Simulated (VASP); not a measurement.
# SiC (P6_3mc) in VASP: further runs, part 2 of 2

VASP 6.6.1.

### 4 Single point, r2SCAN (strain -2.0%)

POSCAR

```
SiC
1.0
    3.0160039324      0.0000000000      0.0000000000
   -1.5080019662      2.6119360233      0.0000000000
    0.0000000000      0.0000000000      9.8751883303
Si C
4 4
Direct
    0.0000000000      0.0000000000     -0.0001714550
    0.3333333333      0.6666666667      0.2499596674
    0.0000000000      0.0000000000      0.4998285450
    0.6666666667      0.3333333333      0.7499596674
    0.0000000000      0.0000000000      0.1872873145
    0.3333333333      0.6666666667      0.4379244731
    0.0000000000      0.0000000000      0.6872873145
    0.6666666667      0.3333333333      0.9379244731
```

INCAR.step1

```
SYSTEM = SiC
ALGO = Normal ; EDIFF = 1E-4
ENCUT = 520 ; GGA = PE
ISMEAR = 0 ; LASPH = .True.
LCHARG = .False. ; LREAL = .False.
LWAVE = .True. ; NBANDS = 26
NELM = 60 ; PREC = Accurate
SIGMA = 0.01
```

INCAR.step2

```
SYSTEM = SiC
ALGO = Normal ; EDIFF = 1E-6
ENCUT = 520 ; ISIF = 2
ISMEAR = 0 ; ISTART = 1
LASPH = .True. ; LCHARG = .True.
LELF = .True. ; LMIXTAU = .True.
LREAL = .False. ; LVHAR = .True.
LWAVE = .False. ; METAGGA = R2SCAN
NBANDS = 26 ; NELM = 60
PREC = Accurate ; SIGMA = 0.01
```

KPOINTS

```
k-points
0
Gamma
  12 12 4
  0 0 0
```

Started as:

```console
$ cat potpaw_PBE.64/Si/POTCAR potpaw_PBE.64/C/POTCAR > POTCAR
$ cp INCAR.step1 INCAR
$ mpirun -np 1 vasp_std > vasp.out
$ cp INCAR.step2 INCAR
$ mpirun -np 1 vasp_std > vasp.out
```

It took 2.9 min on 1 thread of Intel Xeon 6975P-C (Granite Rapids), shared host; peak memory 0.25 GiB.

It converged, with:

| Quantity | Value |
| --- | --- |
| Free energy | -77.0887 eV |
| Pressure | 15.3 GPa |
| Band gap on the k mesh | 2.63 eV, indirect (least direct gap 3.83 eV) |

Stress tensor (GPa, compression positive):
```
15.34  0.00  0.00
 0.00 15.34  0.00
 0.00  0.00 15.11
```

Levels at points of the mesh, in eV from the valence-band top:
| k point | band 13 | band 14 | band 15 | band 16 | band 17 | band 18 | band 19 | band 20 |
| --- | --- | --- | --- | --- | --- | --- | --- | --- |
| (0.00, 0.00, 0.00) | -0.62 | -0.05 | 0.00 | 0.00 | 6.24 | 6.83 | 7.50 | 7.63 |
| (0.50, 0.00, 0.00) | -2.55 | -2.39 | -1.69 | -1.19 | 2.63 | 2.84 | 4.93 | 5.66 |
| (0.00, 0.00, 0.50) | -0.22 | -0.22 | -0.22 | -0.22 | 6.45 | 6.45 | 7.97 | 7.97 |
| (0.50, 0.00, 0.50) | -2.66 | -2.66 | -1.66 | -1.66 | 3.11 | 3.11 | 4.87 | 4.87 |

Caveat: the cell differs from its parent crystal (strain -2.0%); the PAW data sets were made with another functional, which shifts forces and pressure a little. A k mesh can miss the band edges.

### 5 Single point, HSE06 (strain -2.0%)

POSCAR is that of step 4.

INCAR.step1

```
PREC     = Accurate       # precision mode
ENCUT    = 520            # plane-wave cutoff, eV
EDIFF    = 1E-5           # SCF threshold, eV
ISMEAR   = 0              # smearing method
SIGMA    = 0.01           # smearing width, eV
LREAL    = False          # projectors in reciprocal space
LASPH    = True           # aspherical terms in the spheres
NELM     = 60             # most SCF steps
ALGO     = Normal         # electronic algorithm
ISIF     = 2              # what is computed and relaxed
LWAVE    = True           # write WAVECAR
LCHARG   = False          # write CHGCAR
NBANDS   = 26             # bands
GGA      = PE             # functional
```

INCAR.step2

```
PREC     = Accurate       # precision mode
ENCUT    = 520            # plane-wave cutoff, eV
EDIFF    = 1E-6           # SCF threshold, eV
ISMEAR   = 0              # smearing method
SIGMA    = 0.01           # smearing width, eV
LREAL    = False          # projectors in reciprocal space
LASPH    = True           # aspherical terms in the spheres
NELM     = 60             # most SCF steps
ALGO     = Normal         # electronic algorithm
ISIF     = 2              # what is computed and relaxed
LWAVE    = False          # write WAVECAR
LCHARG   = False          # write CHGCAR
GGA      = PE             # functional
LHFCALC  = True           # exact exchange
HFSCREEN = 0.2079         # screening, 1/A
PRECFOCK = Fast         
NBANDS   = 26             # bands
ISTART   = 1
```

KPOINTS

```
regular mesh
0
Gamma
  6 6 2
```

Started as:

```console
$ cat potpaw_PBE.64/Si/POTCAR potpaw_PBE.64/C/POTCAR > POTCAR
$ cp INCAR.step1 INCAR
$ mpirun -np 1 vasp_std > vasp.out
$ cp INCAR.step2 INCAR
$ mpirun -np 1 vasp_std > vasp.out
```

Wall time 35 min (1 thread of AMD EPYC 7R43 (Zen 3), shared host); peak memory 0.28 GiB.

Results (log left out):

```
Free energy            : -69.5062 eV
Pressure               : 13.9 GPa
Largest force          : 0.013 eV/Å
Band gap on the k mesh : 3.17 eV, indirect (least direct gap 4.42 eV)
```

Forces on the atoms (eV/Å):
```
Si   0.000  0.000 -0.013
Si   0.000  0.000 -0.008
Si   0.000  0.000 -0.013
Si   0.000  0.000 -0.008
C    0.000  0.000  0.012
C    0.000  0.000  0.010
C    0.000  0.000  0.012
C    0.000  0.000  0.010
```

Stress tensor (GPa, compression positive):
```
14.09  0.00  0.00
 0.00 14.09  0.00
 0.00  0.00 13.58
```

Levels at points of the mesh, in eV from the valence-band top:
| k point | band 13 | band 14 | band 15 | band 16 | band 17 | band 18 | band 19 | band 20 |
| --- | --- | --- | --- | --- | --- | --- | --- | --- |
| (0.00, 0.00, 0.00) | -0.65 | -0.05 | 0.00 | 0.00 | 6.86 | 7.46 | 8.15 | 8.32 |
| (0.50, 0.00, 0.00) | -2.68 | -2.50 | -1.76 | -1.25 | 3.17 | 3.37 | 5.49 | 6.25 |
| (0.00, 0.00, 0.50) | -0.23 | -0.23 | -0.23 | -0.23 | 7.08 | 7.08 | 8.64 | 8.64 |
| (0.50, 0.00, 0.50) | -2.78 | -2.78 | -1.75 | -1.75 | 3.64 | 3.64 | 5.44 | 5.44 |

Caveat: the cell differs from its parent crystal (strain -2.0%); the PAW data sets were made with another functional, which shifts forces and pressure a little. A k mesh can miss the band edges.

### 6 Overview

```csv
level,cell,k mesh,smearing,grid for exact exchange (PRECFOCK),screening parameter,gap on the mesh (eV),pressure (GPa),largest force (eV/Å)
PBE,"a = 3.170, b = 3.170, c = 10.379 Å, angles 90.0, 90.0, 120.0°, 8 atoms",12 × 12 × 4,fermi-dirac 0.02 eV,-,-,2.20,-13.4,0.01
r2SCAN,"a = 2.985, b = 2.985, c = 9.774 Å, angles 90.0, 90.0, 120.0°, 8 atoms",12 × 12 × 4,gaussian 0.01 eV,-,-,2.65,24.5,-
r2SCAN,"a = 3.016, b = 3.016, c = 9.875 Å, angles 90.0, 90.0, 120.0°, 8 atoms",12 × 12 × 4,gaussian 0.01 eV,-,-,2.63,15.3,-
HSE06,"a = 3.016, b = 3.016, c = 9.875 Å, angles 90.0, 90.0, 120.0°, 8 atoms",6 × 6 × 2,gaussian 0.01 eV,Fast,0.2079 1/Å,3.17,13.9,0.01
```

Alike in all rows: task single point; potentials or basis VASP PAW PBE potentials, release 64 (Si, C); no spin polarisation; cutoff (eV) 520.

Caveats: the PAW data sets were made with another functional, which shifts forces and pressure a little (some runs).

Total energies depend on the potentials used, so only differences within one code and one set of settings carry meaning.
